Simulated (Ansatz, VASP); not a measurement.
Two plane-wave programs on PbS

Contents of POSCAR:

```
PbS
1.0
    4.8950779430      0.0000000000      0.0000000000
   -2.4475389715      4.2392618521      0.0000000000
    0.0000000000      0.0000000000      5.8746471574
Pb S
2 2
Direct
    0.3333333333      0.6666666667      0.2500000000
    0.6666666667      0.3333333333      0.7500000000
    0.6666666667      0.3333333333      0.2500000000
    0.3333333333      0.6666666667      0.7500000000
```

Contents of INCAR.step1:

```
SYSTEM = PbS
ALGO = Normal
EDIFF = 1E-4
ENCUT = 520
GGA = PE
ISMEAR = 0
LASPH = .True.
LCHARG = .False.
LREAL = .False.
LWAVE = .True.
NBANDS = 28
NELM = 60
PREC = Accurate
SIGMA = 0.01
```

Contents of INCAR.step2:

```
SYSTEM = PbS
ALGO = Normal
EDIFF = 1E-6
ENCUT = 520
ISIF = 2
ISMEAR = 0
ISTART = 1
LASPH = .True.
LCHARG = .True.
LELF = .True.
LMIXTAU = .True.
LREAL = .False.
LVHAR = .True.
LWAVE = .False.
METAGGA = R2SCAN
NBANDS = 28
NELM = 60
PREC = Accurate
SIGMA = 0.01
```

File KPOINTS:

```
k-points
0
Gamma
  6 6 4
  0 0 0
```

Input for Ansatz:

```yaml
crystal:
  lattice:
    - [4.895077943, 0.0, 0.0]
    - [-2.4475389715, 4.2392618521, 0.0]
    - [0.0, 0.0, 5.8746471574]
  atoms:
    - { symbol: Pb, position: [0.3333333333, 0.6666666667, 0.25] }
    - { symbol: Pb, position: [0.6666666667, 0.3333333333, 0.75] }
    - { symbol: S, position: [0.6666666667, 0.3333333333, 0.25] }
    - { symbol: S, position: [0.3333333333, 0.6666666667, 0.75] }
kpoints:
  mp_grid: { grid: [6, 6, 4] }
hamiltonian:
  xc: r2scan
scf:
  occupations: { method: fixed }
  n_extra_bands: 5
output:
  forces: true
  stress: true
  eigenvalues: true
```

Alike in both runs: task single point; functional r2SCAN; k mesh 6 × 6 × 4; no spin polarisation.

```csv
,VASP,Ansatz
version,VASP 6.6.1,Ansatz 0.2.0
potentials or method,"VASP PAW PBE potentials, release 64 (Pb_d, S)","plane waves, PAW"
plane-wave cutoff (eV),520,500
occupations,"gaussian, width 0.01 eV",fixed
valence electrons in the cell,40,40
```

|  | VASP | Ansatz | Ansatz less VASP |
| --- | --- | --- | --- |
| gap on the k mesh at the Fermi level (eV) | 1.62 | 1.62 | -0.006 |
| pressure (GPa) | 3.1 | 3.1 | 0.00 |
| traceless stress, the component that is largest in VASP (GPa) | 0.19 | 0.20 | +0.016 |

VASP's potentials were made for PBE, not for r2SCAN.

Neither program's run includes spin-orbit coupling.
